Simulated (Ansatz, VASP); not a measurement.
# Two plane-wave programs on Si3N

File INCAR:

```
SYSTEM = Si3N
  ALGO = Normal
  DIPOL = 0.5 0.5 0.321
  EDIFF = 1E-6
  ENCUT = 910
  GGA = PE
  GGA_COMPAT = .False.
  IDIPOL = 3
  ISIF = 2
  ISMEAR = 0
  IVDW = 12
  LASPH = .True.
  LCHARG = .True.
  LDIPOL = .True.
  LELF = .True.
  LREAL = .False.
  LVACPOTAV = .True.
  LVHAR = .True.
  LWAVE = .False.
  NBANDS = 27
  NELM = 120
  NELMDL = -8
  PREC = Accurate
  SIGMA = 0.05
```

File KPOINTS:

```
k-points
0
Gamma
  7 5 1
  0 0 0
```

POSCAR

```
Si3N
1.0
    3.8333442755      0.0000000000      0.0000000000
    0.0000000000      5.4211674636      0.0000000000
    0.0000000000      0.0000000000     22.4877586337
Si N
6 2
Direct
    0.5000000000      0.0000000000      0.1778745523
    0.0000000000      0.2500000000      0.1778745523
    0.0000000000      0.5038839981      0.2608672216
    0.5000000000      0.7461160019      0.2608672216
    0.5000000000      0.0086033066      0.3418641564
    0.0000000000      0.2413966934      0.3418641564
    1.0000000000      0.8419366399      0.4797169344
    1.0000000000      0.8419366399      0.5286324363
```

Input for Ansatz:

```yaml
crystal:
  lattice:
    - [3.8333442755, 0.0, 0.0]
    - [0.0, 5.4211674636, 0.0]
    - [0.0, 0.0, 22.4877586337]
  atoms:
    - { symbol: Si, position: [0.5, 0.0, 0.1778745523] }
    - { symbol: Si, position: [0.0, 0.25, 0.1778745523] }
    - { symbol: Si, position: [0.0, 0.5038839981, 0.2608672216] }
    - { symbol: Si, position: [0.5, 0.7461160019, 0.2608672216] }
    - { symbol: Si, position: [0.5, 0.0086033066, 0.3418641564] }
    - { symbol: Si, position: [0.0, 0.2413966934, 0.3418641564] }
    - { symbol: "N", position: [1.0, 0.8419366399, 0.4797169344] }
    - { symbol: "N", position: [1.0, 0.8419366399, 0.5286324363] }
basis:
  ecutwfc: 420
kpoints:
  mp_grid: { grid: [7, 5, 1] }
hamiltonian:
  xc: pbe
  pseudopotentials: { kind: paw, azcp: { folder: soft_1 } }
  dispersion: d3bj
scf:
  occupations: { method: gaussian, width: 0.05 }
output:
  forces: true
  eigenvalues: true
efield:
  axis: 3
  dipole_correction: true
  ramp_width: 0.04
```

Alike in both runs: task single point; functional PBE; dispersion D3(BJ); k mesh 7 × 5 × 1; occupations gaussian, width 0.05 eV; no spin polarisation.

|  | VASP | Ansatz |
| --- | --- | --- |
| version | VASP 6.6.1 | Ansatz 0.2.0 |
| potentials or method | VASP PAW PBE potentials, release 64 (Si, N_h), cutoff 910 eV | scalar-relativistic, plane waves, PAW |
| valence electrons in the cell | 34 | 34 |

```csv
,VASP,Ansatz,Ansatz less VASP
gap on the k mesh at the Fermi level (eV),none,none,-
rms of the force components (eV/Å),0.211,0.196,-0.0146
"work function, face that differs most (eV)",4.83,4.83,-0.001
```

Atom by atom the forces differ by 0.023 eV/Å (rms over components). A gap of «none» marks a metal or a gap that the smearing closes.

Noted on VASP's run: the cutoff is short for stress, so the pressure is rough.
